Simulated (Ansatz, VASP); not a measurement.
Two plane-wave programs on HCl

```xyz
24
Lattice="8.1972 0.0000 0.0000 0.0000 8.1972 0.0000 0.0000 0.0000 8.1972" Properties=species:S:1:pos:R:3 pbc="T T T"
Cl    4.9856    7.0733    2.4781
Cl    0.1974    0.8272    0.5564
Cl    0.1185    8.4007    4.6941
Cl    2.7881    1.7327    2.4851
Cl    3.3426    7.8735    5.7815
Cl    4.0313    4.0828    5.1253
Cl    6.5465    2.9125    2.5055
Cl    8.0571    3.2861    6.0260
Cl    1.3227    5.4239    3.3927
Cl    7.4263    5.5380    0.6189
Cl    4.8355    1.8603    7.9244
Cl    3.0109    5.2219    0.2226
H     6.0001    6.6368    1.7615
H     1.2475    1.1344    1.3258
H     0.4529    7.2265    4.1962
H     3.5934    1.7704    1.4315
H     2.1231    8.3050    5.5175
H     3.9155    4.5823    6.3261
H     7.2281    2.0600    1.7424
H     8.5030    3.9580    4.9935
H     0.5793    5.5261    2.3074
H     6.9916    4.4303    1.2344
H     4.1523    1.1145    7.0679
H     3.7340    5.9357    1.0604
```

Alike in both runs: functional PBE; dispersion D3(BJ); k mesh 1 × 1 × 1; occupations fermi-dirac, width 0.02 eV; no spin polarisation.

Ansatz relaxed the structure, and its values are those at the end. VASP's run is a single point on that final structure, the one shown.

|  | VASP | Ansatz |
| --- | --- | --- |
| version | VASP 6.6.1 | Ansatz 0.2.0 |
| potentials or method | VASP PAW PBE potentials, release 64 (Cl, H_h), cutoff 910 eV | scalar-relativistic, plane waves, PAW |
| valence electrons in the cell | 96 | 96 |

Ansatz gave:

```
rms of the force components (eV/Å) : 0.062
```

Problem. What did VASP give for the same quantities?

Solution. rms of the force components (eV/Å): 0.113.
